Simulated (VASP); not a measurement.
C: single point with PBEsol

C:

```
CELL_PARAMETERS angstrom
1.18134 0.68205 3.32017
-1.18134 0.68205 3.32017
0.00000 -1.36409 3.32017
ATOMIC_POSITIONS crystal
C 0.17396 0.17396 0.17396
C 0.82604 0.82604 0.82604
```

This cell differs from its parent crystal: strained.

| Quantity | Value |
| --- | --- |
| Program | VASP 6.6.1 |
| Task | single point |
| Functional | PBEsol |
| Potentials or basis | VASP PAW PBE potentials, release 64 (C) |
| Cutoff | 520 eV |
| k mesh | 15 × 15 × 15 |
| Occupations | gaussian, width 0.02 eV |
| Spin | no spin polarisation |

```json
{
 "Pressure": "39.0 GPa",
 "Largest force": "2.329 eV/Å",
 "Band gap on the k mesh": "0.46 eV, direct"
}
```

Forces in eV/Å, atoms in the order of the input:
```
C    0.000  0.000 -2.329
C    0.000  0.000  2.329
```

Stress tensor (GPa, compression positive):
```
59.55  0.00  0.00
 0.00 59.55  0.00
 0.00  0.00 -1.98
```

Levels at points of the mesh, in eV from the valence-band top:
| k point | band 1 | band 2 | band 3 | band 4 | band 5 | band 6 | band 7 | band 8 | band 9 |
| --- | --- | --- | --- | --- | --- | --- | --- | --- | --- |
| (0.00, 0.00, 0.00) | -20.33 | -7.08 | -2.40 | -2.40 | 3.44 | 9.52 | 9.52 | 13.57 | 15.95 |

Wall time 78 s on 1 thread of Intel(R) Xeon(R) Platinum 8259CL CPU @ 2.50GHz (Skylake/Cascade Lake), with other jobs on the host, peak memory 0.18 GiB.

Caveat: the cell differs from its parent crystal (strained); the PAW data sets were made with another functional, which shifts forces and pressure a little. A k mesh can miss the band edges.
